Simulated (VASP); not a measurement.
Here is a VASP 6.6.1 calculation.

Contents of POSCAR:

```
P
1.0
    2.4246941115      0.0000000000      0.0000000000
    0.0000000000      2.4385351442      0.0000000000
   -0.0203144631      0.0000000000      4.8524328982
P
2
Direct
    0.0000000300      0.0000000000      0.7494253600
    0.9999999700      0.0000000000      0.2505746400
```

The input INCAR.step1:

```
SYSTEM = P
ALGO = Normal
EDIFF = 1E-5
ENCUT = 520
GGA = PE
ISIF = 2
ISMEAR = -1
LASPH = .TRUE.
LREAL = .FALSE.
LWAVE = .TRUE.
NBANDS = 12
NELM = 60
PREC = Accurate
SIGMA = 0.05
```

INCAR.step2

```
SYSTEM = P
AEXX = 0.25
ALGO = Normal
EDIFF = 1E-6
ENCUT = 520
GGA = PE
ISIF = 2
ISMEAR = -1
ISTART = 1
LASPH = .TRUE.
LCHARG = .TRUE.
LELF = .TRUE.
LHFCALC = .TRUE.
LREAL = .FALSE.
LVHAR = .TRUE.
LWAVE = .FALSE.
NBANDS = 12
NELM = 60
PREC = Accurate
PRECFOCK = Normal
SIGMA = 0.05
```

File KPOINTS:

```
k-points
0
G
  6 6 3
  0 0 0
```

Potentials or basis: VASP PAW PBE potentials, release 64 (P).

Command:

```console
$ cat potpaw_PBE.64/P/POTCAR > POTCAR
$ cp INCAR.step1 INCAR
$ mpirun -np 1 vasp_std > vasp.out
$ cp INCAR.step2 INCAR
$ mpirun -np 1 vasp_std > vasp.out
```

(1) Predict the largest force.

(2) Predict the pressure.

Answers

(1) 0.015 eV/Å.

(2) -3.2 GPa.

Caveat: the k points lie up to 0.43 Å⁻¹ apart; the PAW data sets were made with another functional, which shifts forces and pressure a little.
